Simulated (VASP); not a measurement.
# MgO (P-6m2) in VASP: a series of runs

Runs on MgO. Level: LDA. Tasks: single point.

All numbers are computed with VASP 6.6.1; they aren't measurements. Logs are shortened: lines on timing, memory, paths and dates and some standing lists are left out, and cuts for length are marked.

## Step 1: The cell of the first run

Symmetry: P-6m2, No. 187, hexagonal system. Conventional cell: a = 2.850 Å, b = 2.850 Å, c = 2.599 Å, α = 90.00°, β = 90.00°, γ = 120.00°. Mg (site symmetry -6m2) has 6 O at 2.10 Å and 2 Mg at 2.60 Å within 2.8 Å. O (site symmetry -6m2) has 6 Mg at 2.10 Å and 2 O at 2.60 Å within 2.8 Å.

## Step 2: Single point, LDA (strain -0.030 along x and y, -0.030 along z)

Input file INCAR:

```
ALGO = Normal ; EDIFF = 1E-7
ENCUT = 520 ; ISIF = 2
ISMEAR = 0 ; LASPH = T
LCHARG = F ; LREAL = F
LWAVE = F ; NBANDS = 11
NELM = 60 ; PREC = Accurate
SIGMA = 0.05
```

Input file KPOINTS:

```
k-points
0
Gamma
  9 9 8
```

Input file POSCAR:

```
MgO
1.0
    2.8498802763      0.0000000000      0.0000000000
   -1.4249401382      2.4680687170      0.0000000000
    0.0000000000      0.0000000000      2.5992896000
Mg O
1 1
Direct
    0.0000000000      0.0000000000      0.0000000000
    0.3333333333      0.6666666667      0.5000000000
```

Potentials or basis: VASP PAW LDA potentials, release 64 (Mg, O).

Launch:

```
$ cat potpaw_LDA.64/Mg/POTCAR potpaw_LDA.64/O/POTCAR > POTCAR
$ mpirun -np 1 vasp_std > vasp.out
```

OUTCAR:

```text
EDIFF = 1E-7
   ENCUT = 520
   ISIF = 2
   ISMEAR = 0
   LASPH = T
   LREAL = F
   NELM = 60
   PREC = Accurate

 ion  position               nearest neighbor table
   1  0.000  0.000  0.000-   2 2.10   2 2.10   2 2.10   2 2.10   2 2.10   2 2.10
   2  0.333  0.667  0.500-   1 2.10   1 2.10   1 2.10   1 2.10   1 2.10   1 2.10

  LATTYP: Found a hexagonal cell.
 ALAT       =     2.8498802763
 C/A-ratio  =     0.9120697531

  Lattice vectors:

 A1 = (   2.8498802763,   0.0000000000,   0.0000000000)
 A2 = (  -1.4249401382,   2.4680687170,   0.0000000000)
 A3 = (   0.0000000000,   0.0000000000,   2.5992896000)

Analysis of symmetry for initial positions (statically):
=====================================================================
 Subroutine PRICEL returns:
 Original cell was already a primitive cell.

 Routine SETGRP: Setting up the symmetry group for a
 hexagonal supercell.

 Subroutine GETGRP returns: Found 12 space group operations
 (whereof 12 operations were pure point group operations)
 out of a pool of 24 trial point group operations.

The static configuration has the point symmetry D_3h.

Analysis of symmetry for dynamics (positions and initial velocities):
=====================================================================
 Subroutine PRICEL returns:
 Original cell was already a primitive cell.

 Routine SETGRP: Setting up the symmetry group for a
 hexagonal supercell.

 Subroutine GETGRP returns: Found 12 space group operations
 (whereof 12 operations were pure point group operations)
 out of a pool of 24 trial point group operations.

The dynamic configuration has the point symmetry D_3h.

 Subroutine INISYM returns: Found 12 space group operations
 (whereof 12 operations are pure point group operations),
 and found     1 'primitive' translations

----------------------------------------------------------------------------------------

                                     Primitive cell

  volume of cell :      18.2826

  direct lattice vectors                    reciprocal lattice vectors
     2.849880276  0.000000000  0.000000000     0.350891933  0.202587552  0.000000000
    -1.424940138  2.468068717  0.000000000     0.000000000  0.405175104  0.000000000
     0.000000000  0.000000000  2.599289600     0.000000000  0.000000000  0.384720502

[... 82 lines left out ...]
   NELM   =     60;   NELMIN=  2; NELMDL= -5     # of ELM steps
   EDIFF  = 0.1E-06   stopping-criterion for ELM
   LREAL  =      F    real-space projection
   EDIFFG = 0.1E-05   stopping-criterion for IOM
   NSW    =      0    number of steps for IOM
   IBRION =     -1    ionic relax: 0-MD 1-quasi-New 2-CG
   NFREE  =      0    steps in history (QN), initial steepest desc. (CG)
   ISIF   =      2    stress and relaxation
   ISYM   =      2    0-nonsym 1-usesym 2-fastsym
   POTIM  = 0.5000    time-step for ionic-motion
   TEBEG  =    0.0;   TEEND  =   0.0 temperature during run
   PSTRESS=    0.0 pullay stress
   NELECT =       8.0000    total number of electrons
   NUPDOWN=      -1.0000    fix difference up-down
   EMIN   =  10.00;   EMAX   =-10.00  energy-range for DOS
   EFERMI =   0.00;   METHOD = LEGACY
   ISMEAR =     0;   SIGMA  =   0.05  broadening in eV -4-tet -1-fermi 0-gaus
   EFERMI_NEDOS =   21; number of points for ismear=-14 and -15
   IALGO  =     38    algorithm
   IMIX   =      4    mixing-type and parameters
     AMIX     =   0.40;   BMIX     =  1.00
     AMIX_MAG =   1.60;   BMIX_MAG =  1.00
  volume/ion in A,a.u.               =       9.14        61.69
  Fermi-wavevector in a.u.,A,eV,Ry     =   1.242869  2.348682 21.017233  1.544723
  Thomas-Fermi vector in A             =   2.377205
   LORBIT       =      0    0 simple, 1 ext, 2 COOP (PROOUT), +10 PAW based schemes
   GGA     = CA    functional components
   LHFCALC =     F    Hartree Fock is set to
   AEXX    =    0.0000 exact exchange contribution
   IVDW    =     0    specifies the selected vdW correction
   LEPSILON=     F    determine dielectric tensor
   LRPA    =     F    only Hartree local field effects (RPA)
 non-spin polarized calculation
 Gauss-broadening in eV      SIGMA  =   0.05
  energy-cutoff  :      520.00
  volume of cell :       18.28
 maximum number of plane-waves:       502
 NGX is ok and might be reduce to    24
   NGX = 11   NGY = 11   NGZ =  9

 number of electron       8.0000002 magnetization

 Free energy of the ion-electron system (eV)
  ---------------------------------------------------
  ext. energy  EPLUGINS =         0.00000000
  ---------------------------------------------------
  free energy    TOTEN  =       -12.72707655 eV

  energy without entropy =      -12.72707655  energy(sigma->0) =      -12.72707655

 E-fermi :   4.0319     XC(G=0): -11.6656

 val. band max:        3.7186050940   @ k =   0.3333   0.3333   0.0000
 cond. band min:       7.3793939342   @ k =   0.0000   0.0000   0.0000
 fundamental gap:      3.6607888401
 Fermi energy:         4.0318574827

 k-point     1 :       0.0000    0.0000    0.0000
  band No.  band energies     occupation
      1     -13.9569      2.00000
      2       3.0415      2.00000
      3       3.0415      2.00000
      4       3.2919      2.00000
      5       7.3794      0.00000
      6      15.6259      0.00000
      7      19.7750      0.00000
      8      19.7750      0.00000
      9      24.3901      0.00000
     10      25.7553      0.00000
     11      27.2807      0.00000
[... 309 lines left out ...]
 k-point    24 :       0.3333    0.3333    0.1250
  band No.  band energies     occupation
      1     -12.3757      2.00000
      2      -0.2463      2.00000
      3      -0.1656      2.00000
      4       3.0272      2.00000
      5      12.2633      0.00000
      6      15.9106      0.00000
      7      16.9609      0.00000
      8      21.5740      0.00000
      9      21.8894      0.00000
     10      25.8532      0.00000
     11      28.8506      0.00000

 [... further k-points ...]
[... 5 lines left out ...]
  --------------------------------------------------------------------------------------
  -------------------------------------------------------------------------------------
  Total        0.1926500      0.1926500      0.3944764     -0.0000000     -0.0000000     -0.0000000
  in kB       16.8826656     16.8826656     34.5694963     -0.0000000     -0.0000000     -0.0000000
  external PRESSURE =      22.7782758 kB  Pullay stress =       0.0000000 kB

 VOLUME and BASIS-vectors are now :
 -----------------------------------------------------------------------------
  energy-cutoff  :      520.00
  volume of cell :       18.28
      direct lattice vectors                 reciprocal lattice vectors
     2.849880276  0.000000000  0.000000000     0.350891933  0.202587552  0.000000000
    -1.424940138  2.468068717  0.000000000     0.000000000  0.405175104  0.000000000
     0.000000000  0.000000000  2.599289600     0.000000000  0.000000000  0.384720502

 POSITION                                       TOTAL-FORCE (eV/Angst)
 -----------------------------------------------------------------------------------
      0.00000      0.00000      0.00000        -0.000000     -0.000000      0.000000
     -0.00000      1.64538      1.29964         0.000000      0.000000      0.000000
 -----------------------------------------------------------------------------------
    total drift:                                0.000000     -0.000000     -0.000000

  FREE ENERGIE OF THE ION-ELECTRON SYSTEM (eV)
  ---------------------------------------------------
  free  energy   TOTEN  =       -12.7270765519 eV

  energy  without entropy=      -12.7270765519  energy(sigma->0) =      -12.72707655
```

OSZICAR:

```text
N       E                     dE             d eps       ncg     rms          rms(c)
DAV:   1     0.128476766468E+02    0.12848E+02   -0.46714E+03  1528   0.647E+02
DAV:   2    -0.139058329156E+02   -0.26754E+02   -0.26240E+02  1517   0.140E+02
DAV:   3    -0.145096869606E+02   -0.60385E+00   -0.60322E+00  1592   0.172E+01
DAV:   4    -0.145111375456E+02   -0.14506E-02   -0.14506E-02  1445   0.962E-01
DAV:   5    -0.145111416791E+02   -0.41336E-05   -0.41336E-05  1553   0.479E-02    0.730E+00
DAV:   6    -0.128142661797E+02    0.16969E+01   -0.91461E+00  1344   0.165E+01    0.227E+00
DAV:   7    -0.127606627355E+02    0.53603E-01   -0.69459E-02  1487   0.233E+00    0.133E+00
DAV:   8    -0.127275674787E+02    0.33095E-01   -0.41176E-02  1359   0.191E+00    0.235E-01
DAV:   9    -0.127272584282E+02    0.30905E-03   -0.34277E-04  1550   0.137E-01    0.158E-01
DAV:  10    -0.127270786943E+02    0.17973E-03   -0.43267E-04  1395   0.182E-01    0.116E-02
DAV:  11    -0.127270765609E+02    0.21335E-05   -0.89598E-06  1520   0.158E-02    0.404E-03
DAV:  12    -0.127270765519E+02    0.90069E-08   -0.28928E-07  1425   0.388E-03
   1 F= -.12727077E+02 E0= -.12727077E+02  d E =-.790507E-21
```

It took 3.8 s on 1 thread of Intel Xeon 6975P-C (Granite Rapids), shared host; peak memory 0.13 GiB.

Results:

```
Free energy            : -12.7271 eV
Pressure               : 2.3 GPa
Band gap on the k mesh : 3.66 eV, indirect (least direct gap 4.09 eV)
```

Stress tensor (GPa, compression positive):
```
1.69 0.00 0.00
0.00 1.69 0.00
0.00 0.00 3.46
```

Caveat: the cell differs from its parent crystal (strain -0.030 along x and y, -0.030 along z).

## Step 3: Single point, LDA (strain -0.030 along x and y, +0.000 along z)

Input file INCAR:

```
SYSTEM = MgO
PREC = Accurate
ENCUT = 520
EDIFF = 1E-6
ISMEAR = 0
SIGMA = 0.05
LREAL = .False.
LASPH = .True.
NELM = 80
ALGO = Normal
ISIF = 2
LWAVE = .False.
LCHARG = .False.
GGA = CA
NBANDS = 11
```

Input file KPOINTS:

```
Automatic mesh
0
Gamma
  9 9 8
  0 0 0
```

Edit POSCAR of step 2 so:

```diff
@@ -4,3 +4,3 @@
    -1.4249401382      2.4680687170      0.0000000000
-    0.0000000000      0.0000000000      2.5992896000
+    0.0000000000      0.0000000000      2.6796800000
 Mg O
```

Potentials or basis: VASP PAW LDA potentials, release 64 (Mg, O).

Launch:

```
$ cat potpaw_LDA.64/Mg/POTCAR potpaw_LDA.64/O/POTCAR > POTCAR
$ mpirun -np 1 vasp_std > vasp.out
```

Wall time 3.7 s (1 thread of Intel Xeon 6975P-C (Granite Rapids), shared host); peak memory 0.13 GiB.

Results (log left out):

| Quantity | Value |
| --- | --- |
| Free energy | -12.7071 eV |
| Pressure | -3.4 GPa |
| Band gap on the k mesh | 3.32 eV, indirect (least direct gap 3.80 eV) |

Stress tensor (GPa, compression positive):
```
  2.24   0.00   0.00
  0.00   2.24   0.00
  0.00   0.00 -14.69
```

Levels at points of the mesh, in eV from the valence-band top:
```csv
k point,band 2,band 3,band 4,band 5,band 6,band 7
"(0.00, 0.00, 0.00)",-0.72,-0.48,-0.48,3.32,11.67,16.23
"(0.00, 0.00, 0.50)",-5.82,0.00,0.00,8.88,9.14,17.83
```

Caveat: the cell differs from its parent crystal (strain -0.030 along x and y, +0.000 along z). A k mesh can miss the band edges.

## Step 4: Single point, LDA (strain -0.030 along x and y, -0.015 along z)

Input file INCAR:

```
PREC = Accurate
ENCUT = 520
EDIFF = 1E-6
ISMEAR = 0
SIGMA = 0.05
LREAL = F
LASPH = T
NELM = 60
ALGO = Normal
ISIF = 2
LWAVE = F
LCHARG = F
NBANDS = 11
```

Input file KPOINTS:

```
Automatic mesh
0
Gamma
  9 9 8
```

Edit POSCAR of step 3 so:

```diff
@@ -4,3 +4,3 @@
    -1.4249401382      2.4680687170      0.0000000000
-    0.0000000000      0.0000000000      2.6796800000
+    0.0000000000      0.0000000000      2.6394848000
 Mg O
```

Potentials or basis: VASP PAW LDA potentials, release 64 (Mg, O).

Launch:

```
$ cat potpaw_LDA.64/Mg/POTCAR potpaw_LDA.64/O/POTCAR > POTCAR
$ mpirun -np 1 vasp_std > vasp.out
```

OUTCAR:

```text
PREC = Accurate
   ENCUT = 520
   EDIFF = 1E-6
   ISMEAR = 0
   LREAL = F
   LASPH = T
   NELM = 60
   ISIF = 2

 ion  position               nearest neighbor table
   1  0.000  0.000  0.000-   2 2.11   2 2.11   2 2.11   2 2.11   2 2.11   2 2.11
   2  0.333  0.667  0.500-   1 2.11   1 2.11   1 2.11   1 2.11   1 2.11   1 2.11

  LATTYP: Found a hexagonal cell.
 ALAT       =     2.8498802763
 C/A-ratio  =     0.9261739246

  Lattice vectors:

 A1 = (   2.8498802763,   0.0000000000,   0.0000000000)
 A2 = (  -1.4249401382,   2.4680687170,   0.0000000000)
 A3 = (   0.0000000000,   0.0000000000,   2.6394848000)

Analysis of symmetry for initial positions (statically):
=====================================================================
 Subroutine PRICEL returns:
 Original cell was already a primitive cell.

 Routine SETGRP: Setting up the symmetry group for a
 hexagonal supercell.

 Subroutine GETGRP returns: Found 12 space group operations
 (whereof 12 operations were pure point group operations)
 out of a pool of 24 trial point group operations.

The static configuration has the point symmetry D_3h.

[... 164 lines left out ...]
 cond. band min:       7.0926502940   @ k =   0.0000   0.0000   0.0000
 fundamental gap:      3.5494227471
 Fermi energy:         3.7624419214

 k-point     1 :       0.0000    0.0000    0.0000
  band No.  band energies     occupation
      1     -13.9832      2.00000
      2       3.0177      2.00000
      3       3.0177      2.00000
      4       3.0210      2.00000
      5       7.0927      0.00000
      6      15.3795      0.00000
      7      19.7412      0.00000
      8      19.7412      0.00000
      9      24.2107      0.00000
     10      25.0495      0.00000
     11      26.8912      0.00000
[... 309 lines left out ...]
 k-point    24 :       0.3333    0.3333    0.1250
  band No.  band energies     occupation
      1     -12.4168      2.00000
      2      -0.2691      2.00000
      3      -0.1980      2.00000
      4       2.8191      2.00000
      5      12.0434      0.00000
      6      15.7285      0.00000
      7      16.4221      0.00000
      8      21.2064      0.00000
      9      21.4618      0.00000
     10      25.7670      0.00000
     11      28.2114      0.00000

 [... further k-points ...]
[... 5 lines left out ...]
  --------------------------------------------------------------------------------------
  -------------------------------------------------------------------------------------
  Total        0.2234730      0.2234730     -0.6933733     -0.0000000      0.0000000      0.0000000
  in kB       19.2855724     19.2855724    -59.8376727     -0.0000000      0.0000000      0.0000000
  external PRESSURE =      -7.0888426 kB  Pullay stress =       0.0000000 kB

 VOLUME and BASIS-vectors are now :
 -----------------------------------------------------------------------------
  energy-cutoff  :      520.00
  volume of cell :       18.57
      direct lattice vectors                 reciprocal lattice vectors
     2.849880276  0.000000000  0.000000000     0.350891933  0.202587552  0.000000000
    -1.424940138  2.468068717  0.000000000     0.000000000  0.405175104  0.000000000
     0.000000000  0.000000000  2.639484800     0.000000000  0.000000000  0.378861814

 POSITION                                       TOTAL-FORCE (eV/Angst)
 -----------------------------------------------------------------------------------
      0.00000      0.00000      0.00000         0.000000     -0.000000      0.000000
     -0.00000      1.64538      1.31974        -0.000000      0.000000      0.000000
 -----------------------------------------------------------------------------------
    total drift:                                0.000000     -0.000000     -0.000000

  FREE ENERGIE OF THE ION-ELECTRON SYSTEM (eV)
  ---------------------------------------------------
  free  energy   TOTEN  =       -12.7250827756 eV

  energy  without entropy=      -12.7250827756  energy(sigma->0) =      -12.72508278
```

stdout:

```text
POSCAR found type information on POSCAR MgO
 POSCAR found :  2 types and       2 ions
 scaLAPACK will be used
 LDA part: xc-table for (Slater(with rela. corr.)+CA(PZ))
 , standard interpolation
 POSCAR, INCAR and KPOINTS ok, starting setup
 FFT: planning ... GRIDC
 FFT: planning ... GRID_SOFT
 FFT: planning ... GRID
 WAVECAR not read
 entering main loop
```

Run time: 3.8 s. Hardware: 1 thread of Intel Xeon 6975P-C (Granite Rapids), shared host; peak memory 0.13 GiB.

What came out:

```
Free energy            : -12.7251 eV
Pressure               : -0.7 GPa
Band gap on the k mesh : 3.55 eV, indirect (least direct gap 4.07 eV)
```

Caveat: the cell differs from its parent crystal (strain -0.030 along x and y, -0.015 along z). A k mesh can miss the band edges.

## Step 5: Single point, LDA (strain -0.015 along x and y, -0.030 along z)

Input file INCAR:

```
SYSTEM = MgO
  PREC = Accurate
  ENCUT = 520
  EDIFF = 1E-6
  ISMEAR = 0
  SIGMA = 0.05
  LREAL = .False.
  LASPH = .True.
  NELM = 100
  ALGO = Normal
  ISIF = 2
  LWAVE = .False.
  LCHARG = .True.
  LELF = .True.
  LVHAR = .True.
  NBANDS = 11
```

Input file KPOINTS:

```
regular mesh
0
Gamma
  9 9 8
  0 0 0
```

Input file POSCAR:

```
MgO
1.0
    2.8939505899      0.0000000000      0.0000000000
   -1.4469752949      2.5062347281      0.0000000000
    0.0000000000      0.0000000000      2.5992896000
Mg O
1 1
Direct
    0.0000000000      0.0000000000      0.0000000000
    0.3333333333      0.6666666667      0.5000000000
```

Launch:

```
$ cat potpaw_LDA.64/Mg/POTCAR potpaw_LDA.64/O/POTCAR > POTCAR
$ mpirun -np 1 vasp_std > vasp.out
```

It took 3.8 s on 1 thread of Intel Xeon 6975P-C (Granite Rapids), shared host; peak memory 0.13 GiB.

Results (log left out):

| Property | Result |
| --- | --- |
| Free energy | -12.7207 eV |
| Pressure | -2.3 GPa |
| Band gap on the k mesh | 3.31 eV, indirect (least direct gap 3.70 eV) |

Stress tensor (GPa, compression positive):
```
-5.45  0.00  0.00
 0.00 -5.45  0.00
 0.00  0.00  3.89
```

Levels at points of the mesh, in eV from the valence-band top:
| k point | band 1 | band 2 | band 3 | band 4 | band 5 | band 6 | band 7 | band 8 | band 9 |
| --- | --- | --- | --- | --- | --- | --- | --- | --- | --- |
| (0.00, 0.00, 0.00) | -17.63 | -0.86 | -0.86 | -0.39 | 3.31 | 11.78 | 15.46 | 15.46 | 20.08 |
| (0.00, 0.00, 0.50) | -16.31 | -5.80 | -0.27 | -0.27 | 8.48 | 9.34 | 17.57 | 17.57 | 18.40 |

Caveat: the cell differs from its parent crystal (strain -0.015 along x and y, -0.030 along z).

## Step 6: The runs side by side

| cell | gap on the mesh (eV) | pressure (GPa) |
| --- | --- | --- |
| a = 2.850, b = 2.850, c = 2.599 Å, angles 90.0, 90.0, 120.0°, 2 atoms | 3.66 | 2.3 |
| a = 2.850, b = 2.850, c = 2.680 Å, angles 90.0, 90.0, 120.0°, 2 atoms | 3.32 | -3.4 |
| a = 2.850, b = 2.850, c = 2.639 Å, angles 90.0, 90.0, 120.0°, 2 atoms | 3.55 | -0.7 |
| a = 2.894, b = 2.894, c = 2.599 Å, angles 90.0, 90.0, 120.0°, 2 atoms | 3.31 | -2.3 |

Alike in all rows: task single point; level LDA; potentials or basis VASP PAW LDA potentials, release 64 (Mg, O); no spin polarisation; k mesh 9 × 9 × 8; cutoff (eV) 520; smearing gaussian 0.05 eV.

Total energies depend on the potentials used, so only differences within one code and one set of settings carry meaning.
